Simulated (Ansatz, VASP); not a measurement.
Zr: VASP beside Ansatz

```xyz
1
Lattice="-1.7673 1.7673 1.7673 1.7673 -1.7673 1.7673 1.7673 1.7673 -1.7673" Properties=species:S:1:pos:R:3 pbc="T T T"
Zr    0.0000    0.0000    0.0000
```

Alike in both runs: functional PBEsol; k mesh 8 × 8 × 8; occupations gaussian, width 0.1 eV; no spin polarisation.

Ansatz relaxed the structure, and its values are those at the end. VASP's run is a single point on that final structure, the one shown.

|  | VASP | Ansatz |
| --- | --- | --- |
| version | VASP 6.6.1 | Ansatz 0.2.0 |
| potentials or method | VASP PAW PBE potentials, release 64 (Zr_sv), cutoff 520 eV | scalar-relativistic, plane waves, PAW |
| valence electrons in the cell | 12 | 12 |

```tsv
	VASP	Ansatz	Ansatz less VASP
gap on the k mesh at the Fermi level (eV)	none	none	-
pressure (GPa)	-0.3	-0.4	-0.08
```

VASP's potentials were made for PBE, not for PBEsol. A gap of «none» marks a metal or a gap that the smearing closes. With one functional, cell and mesh, what is left measures potentials, basis and numerics.
